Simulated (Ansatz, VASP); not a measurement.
## Two plane-wave programs on P

INCAR

```
SYSTEM = P
PREC = Accurate
ENCUT = 520
EDIFF = 1E-7
ISMEAR = 0
SIGMA = 0.15
LREAL = .FALSE.
LASPH = .TRUE.
NELM = 100
ALGO = Normal
ISIF = 2
LWAVE = .FALSE.
LCHARG = .TRUE.
GGA = PS
IVDW = 12
LELF = .TRUE.
LVHAR = .TRUE.
NBANDS = 12
```

The input KPOINTS:

```
regular mesh
0
G
  18 18 18
  0 0 0
```

The input POSCAR:

```
P
1.0
    1.7257251780      0.9963478961      3.1296800121
   -1.7257251780      0.9963478961      3.1296800121
    0.0000000000     -1.9926957921      3.1296800121
P
2
Direct
    0.1585286221      0.2454486033      0.2772635245
    0.7729197500      0.7729197500      0.7729197500
```

Input for Ansatz:

```yaml
crystal:
  lattice:
    - [1.725725178, 0.9963478961, 3.1296800121]
    - [-1.725725178, 0.9963478961, 3.1296800121]
    - [0.0, -1.9926957921, 3.1296800121]
  atoms:
    - { symbol: P, position: [0.1585286221, 0.2454486033, 0.2772635245] }
    - { symbol: P, position: [0.77291975, 0.77291975, 0.77291975] }
basis:
  ecutwfc: 420
kpoints:
  mp_grid: { grid: [18, 18, 18] }
hamiltonian:
  xc: pbesol
  dispersion: d3bj
scf:
  occupations: { method: gaussian, width: 0.15 }
output:
  forces: true
  stress: true
  eigenvalues: true
```

Alike in both runs: task single point; functional PBEsol; dispersion D3(BJ); k mesh 18 × 18 × 18; occupations gaussian, width 0.15 eV; no spin polarisation.

|  | VASP | Ansatz |
| --- | --- | --- |
| version | VASP 6.6.1 | Ansatz 0.2.0 |
| potentials or method | VASP PAW PBE potentials, release 64 (P), cutoff 520 eV | scalar-relativistic, plane waves, PAW |
| valence electrons in the cell | 10 | 10 |

|  | VASP | Ansatz | Ansatz less VASP |
| --- | --- | --- | --- |
| gap on the k mesh at the Fermi level (eV) | none | none | - |
| pressure (GPa) | -3.4 | -3.4 | 0.00 |
| traceless stress, the component that is largest in VASP (GPa) | 3.65 | 3.69 | +0.044 |
| rms of the force components (eV/Å) | 0.679 | 0.693 | +0.0141 |

VASP's potentials were made for PBE, not for PBEsol. Atom by atom the forces differ by 0.018 eV/Å (rms over components). A gap of «none» marks a metal or a gap that the smearing closes.
